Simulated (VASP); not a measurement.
# TlGa (P-6m2) in VASP: notebook, part 2 of 2

VASP 6.6.1. Earlier steps stand in the parts before.

## Step 3: Single point, PBE

File INCAR:

```
SYSTEM = TlGa
PREC = Accurate
ENCUT = 520
EDIFF = 1E-6
ISMEAR = 1
SIGMA = 0.025
LREAL = .False.
LASPH = .True.
NELM = 60
ALGO = Normal
ISIF = 2
LWAVE = .False.
LCHARG = .False.
GGA = PE
NBANDS = 20
```

File KPOINTS:

```
regular mesh
0
Gamma
  7 7 4
  0 0 0
```

File POSCAR:

```
TlGa
1.0
    3.6521389600      0.0000000000      0.0000000000
   -1.8260694800      3.1628451200      0.0000000000
    0.0000000000      0.0000000000      5.8682937400
Tl Ga
1 1
Direct
    0.3333333300      0.6666666700      0.5000000000
    0.0000000000      0.0000000000      0.0000000000
```

Potentials or basis: VASP PAW PBE potentials, release 64 (Tl_d, Ga_d).

The run is started by

```console
> cat potpaw_PBE.64/Tl_d/POTCAR potpaw_PBE.64/Ga_d/POTCAR > POTCAR
> mpirun -np 1 vasp_std > vasp.out
```

OUTCAR:

```text
SYSTEM = TlGa
   PREC = Accurate
   ENCUT = 520
   EDIFF = 1E-6
   ISMEAR = 1
   LREAL = .False.
   LASPH = .True.
   NELM = 60
   ISIF = 2
   GGA = PE

 ion  position               nearest neighbor table
   1  0.333  0.667  0.500-
   2  0.000  0.000  0.000-

  LATTYP: Found a hexagonal cell.
 ALAT       =     3.6521389600
 C/A-ratio  =     1.6068100925

  Lattice vectors:

 A1 = (   3.6521389600,   0.0000000000,   0.0000000000)
 A2 = (  -1.8260694800,   3.1628451200,   0.0000000000)
 A3 = (   0.0000000000,   0.0000000000,   5.8682937400)

Analysis of symmetry for initial positions (statically):
=====================================================================
 Subroutine PRICEL returns:
 Original cell was already a primitive cell.

 Routine SETGRP: Setting up the symmetry group for a
 hexagonal supercell.

 Subroutine GETGRP returns: Found 12 space group operations
 (whereof 12 operations were pure point group operations)
 out of a pool of 24 trial point group operations.

The static configuration has the point symmetry D_3h.

Analysis of symmetry for dynamics (positions and initial velocities):
=====================================================================
 Subroutine PRICEL returns:
 Original cell was already a primitive cell.

 Routine SETGRP: Setting up the symmetry group for a
 hexagonal supercell.

 Subroutine GETGRP returns: Found 12 space group operations
 (whereof 12 operations were pure point group operations)
 out of a pool of 24 trial point group operations.

The dynamic configuration has the point symmetry D_3h.

 Subroutine INISYM returns: Found 12 space group operations
 (whereof 12 operations are pure point group operations),
 and found     1 'primitive' translations

----------------------------------------------------------------------------------------

                                     Primitive cell

  volume of cell :      67.7855

  direct lattice vectors                    reciprocal lattice vectors
     3.652138960  0.000000000  0.000000000     0.273812144  0.158085515  0.000000000
    -1.826069480  3.162845120  0.000000000     0.000000000  0.316171030  0.000000000
     0.000000000  0.000000000  5.868293740     0.000000000  0.000000000  0.170407284

  length of vectors
     3.652138960  3.652138962  5.868293740     0.316171030  0.316171030  0.170407284

  position of ions in fractional coordinates (direct lattice)
     0.333333330  0.666666670  0.500000000
     0.000000000  0.000000000  0.000000000

  ion indices of the primitive-cell ions
   primitive index   ion index
                 1           1
                 2           2

----------------------------------------------------------------------------------------

 KPOINTS: regular mesh

Automatic generation of k-mesh.
 Grid dimensions read from file:
 generate k-points for:    7    7    4

 Generating k-lattice:

  Cartesian coordinates                     Fractional coordinates (reciprocal lattice)
     0.039116021  0.022583645  0.000000000     0.142857143  0.000000000  0.000000000
     0.000000000  0.045167290  0.000000000     0.000000000  0.142857143  0.000000000
     0.000000000  0.000000000  0.042601821     0.000000000  0.000000000  0.250000000

  Length of vectors
     0.045167290  0.045167290  0.042601821

  Shift w.r.t. Gamma in fractional coordinates (k-lattice)
     0.000000000  0.000000000  0.000000000

 Subroutine IBZKPT returns following result:
 ===========================================

 Found     24 irreducible k-points:

 Following reciprocal coordinates:
            Coordinates               Weight
  0.000000  0.000000  0.000000      1.000000
  0.142857  0.000000  0.000000      6.000000
  0.285714  0.000000  0.000000      6.000000
  0.428571  0.000000  0.000000      6.000000
  0.142857  0.142857  0.000000      6.000000
  0.285714  0.142857  0.000000     12.000000
[... 16 lines left out ...]
  0.428571  0.142857  0.500000      6.000000
  0.285714  0.285714  0.500000      6.000000
   k-points           NKPTS =     24   k-points in BZ     NKDIM =     24   number of bands    NBANDS=     20
   number of dos      NEDOS =    301   number of ions     NIONS =      2
   total plane-waves  NPLWV =  37632
   dimension x,y,z NGX =    28 NGY =   28 NGZ =   48
   dimension x,y,z NGXF=    56 NGYF=   56 NGZF=   96
   ions per type =               1   1
   NGX,Y,Z   is equivalent  to a cutoff of  12.75, 12.75, 13.60 a.u.
   NGXF,Y,Z  is equivalent  to a cutoff of  25.49, 25.49, 27.20 a.u.
 SYSTEM =  TlGa
   PREC   = accura    normal or accurate (medium, high low for compatibility)
   ISTART =      0    job   : 0-new  1-cont  2-samecut
   ICHARG =      2    charge: 1-file 2-atom 10-const
   ISPIN  =      1    spin polarized calculation?
   LNONCOLLINEAR =      F non collinear calculations
   LSORBIT =      F    spin-orbit coupling
   LASPH  =      T    aspherical Exc in radial PAW
   ENCUT  =  520.0 eV  38.22 Ry    6.18 a.u.   6.79  6.79 10.91*2*pi/ulx,y,z
   NELM   =     60;   NELMIN=  2; NELMDL= -5     # of ELM steps
   EDIFF  = 0.1E-05   stopping-criterion for ELM
   LREAL  =      F    real-space projection
   EDIFFG = 0.1E-04   stopping-criterion for IOM
   NSW    =      0    number of steps for IOM
   IBRION =     -1    ionic relax: 0-MD 1-quasi-New 2-CG
   NFREE  =      0    steps in history (QN), initial steepest desc. (CG)
   ISIF   =      2    stress and relaxation
   ISYM   =      2    0-nonsym 1-usesym 2-fastsym
   POTIM  = 0.5000    time-step for ionic-motion
   TEBEG  =    0.0;   TEEND  =   0.0 temperature during run
   PSTRESS=    0.0 pullay stress
   NELECT =      26.0000    total number of electrons
   NUPDOWN=      -1.0000    fix difference up-down
   EMIN   =  10.00;   EMAX   =-10.00  energy-range for DOS
   EFERMI =   0.00;   METHOD = LEGACY
   ISMEAR =     1;   SIGMA  =   0.03  broadening in eV -4-tet -1-fermi 0-gaus
   EFERMI_NEDOS =   21; number of points for ismear=-14 and -15
   IALGO  =     38    algorithm
   IMIX   =      4    mixing-type and parameters
     AMIX     =   0.40;   BMIX     =  1.00
     AMIX_MAG =   1.60;   BMIX_MAG =  1.00
  volume/ion in A,a.u.               =      33.89       228.72
  Fermi-wavevector in a.u.,A,eV,Ry     =   1.189470  2.247773 19.250060  1.414840
  Thomas-Fermi vector in A             =   2.325577
   LORBIT       =      0    0 simple, 1 ext, 2 COOP (PROOUT), +10 PAW based schemes
   GGA     = PE    functional components
   LHFCALC =     F    Hartree Fock is set to
   AEXX    =    0.0000 exact exchange contribution
   IVDW    =     0    specifies the selected vdW correction
   LEPSILON=     F    determine dielectric tensor
   LRPA    =     F    only Hartree local field effects (RPA)
 non-spin polarized calculation
 Methfessel and Paxton  Order N= 1 SIGMA  =   0.03
  energy-cutoff  :      520.00
  volume of cell :       67.79
 maximum number of plane-waves:      1846
 NGX is ok and might be reduce to    28
   NGX = 13   NGY = 13   NGZ = 21

 number of electron      26.0000001 magnetization

 Free energy of the ion-electron system (eV)
  ---------------------------------------------------
  ext. energy  EPLUGINS =         0.00000000
  ---------------------------------------------------
  free energy    TOTEN  =        -4.52109291 eV

  energy without entropy =       -4.52094202  energy(sigma->0) =       -4.52104261

 E-fermi :   3.2288     XC(G=0):  -8.8860

 val. band max:        3.2121180591   @ k =   0.2857   0.1429   0.5000
 cond. band min:       3.2433653154   @ k =   0.2857   0.1429   0.5000
 fundamental gap:      0.0312472563
 Fermi energy:         3.2287702956

 k-point     1 :       0.0000    0.0000    0.0000
  band No.  band energies     occupation
      1     -11.6170      2.00000
      2     -11.5836      2.00000
      3     -11.5836      2.00000
      4     -11.5826      2.00000
      5     -11.5826      2.00000
      6      -8.2583      2.00000
[... 12 lines left out ...]
     19      12.1655      0.00000
     20      13.8093      0.00000

 k-point     2 :       0.1429    0.0000    0.0000
  band No.  band energies     occupation
      1     -11.6130      2.00000
      2     -11.5867      2.00000
      3     -11.5845      2.00000
      4     -11.5836      2.00000
      5     -11.5762      2.00000
      6      -8.2396      2.00000
[... 498 lines left out ...]
 k-point    24 :       0.2857    0.2857    0.5000
  band No.  band energies     occupation
      1     -11.6009      2.00000
      2     -11.5944      2.00000
      3     -11.5930      2.00000
      4     -11.5740      2.00000
      5     -11.5576      2.00000
      6      -8.1645      2.00000
[... 12 lines left out ...]
     19      12.7045      0.00000
     20      12.8327      0.00000

------------------------ aborting loop because EDIFF is reached ----------------------------------------

  FORCE on cell =-STRESS in cart. coord.  units (eV):
  Direction    XX          YY          ZZ          XY          YZ          ZX
  --------------------------------------------------------------------------------------
  -------------------------------------------------------------------------------------
  Total       -1.8561228     -1.8561228     -2.0245515      0.0000000      0.0000000      0.0000000
  in kB      -43.8712720    -43.8712720    -47.8522483      0.0000000      0.0000000      0.0000000
  external PRESSURE =     -45.1982641 kB  Pullay stress =       0.0000000 kB

 VOLUME and BASIS-vectors are now :
 -----------------------------------------------------------------------------
  energy-cutoff  :      520.00
  volume of cell :       67.79
      direct lattice vectors                 reciprocal lattice vectors
     3.652138960  0.000000000  0.000000000     0.273812144  0.158085515  0.000000000
    -1.826069480  3.162845120  0.000000000     0.000000000  0.316171030  0.000000000
     0.000000000  0.000000000  5.868293740     0.000000000  0.000000000  0.170407284

 POSITION                                       TOTAL-FORCE (eV/Angst)
 -----------------------------------------------------------------------------------
     -0.00000      2.10856      2.93415        -0.000000      0.000000      0.000000
      0.00000      0.00000      0.00000         0.000000      0.000000      0.000000
 -----------------------------------------------------------------------------------
    total drift:                                0.000012     -0.000007     -0.000000

  FREE ENERGIE OF THE ION-ELECTRON SYSTEM (eV)
  ---------------------------------------------------
  free  energy   TOTEN  =        -4.5210929099 eV

  energy  without entropy=       -4.5209420177  energy(sigma->0) =       -4.52104261
```

stdout:

```text
POSCAR found type information on POSCAR TlGa
 POSCAR found :  2 types and       2 ions
 scaLAPACK will be used
 LDA part: xc-table for (Slater+PW92), standard interpolation
 POSCAR, INCAR and KPOINTS ok, starting setup
 FFT: planning ... GRIDC
 FFT: planning ... GRID_SOFT
 FFT: planning ... GRID
 WAVECAR not read
 entering main loop
```

It took 36 s on 1 thread of Intel Xeon Platinum 8259CL at 2.50GHz (Skylake/Cascade Lake), shared host; peak memory 0.2 GiB.

What came out:

```yaml
Free_energy: -4.5211 eV
Pressure: -4.5 GPa
Band_gap_on_the_k_mesh: zero (band 13 reaches 5.66 eV, above the bottom of band 14 at 1.97 eV)
```

Stress tensor (GPa, compression positive):
```
-4.39  0.00  0.00
 0.00 -4.39  0.00
 0.00  0.00 -4.79
```

Caveat: spin-orbit coupling is left out, which moves the levels of the heavy elements.
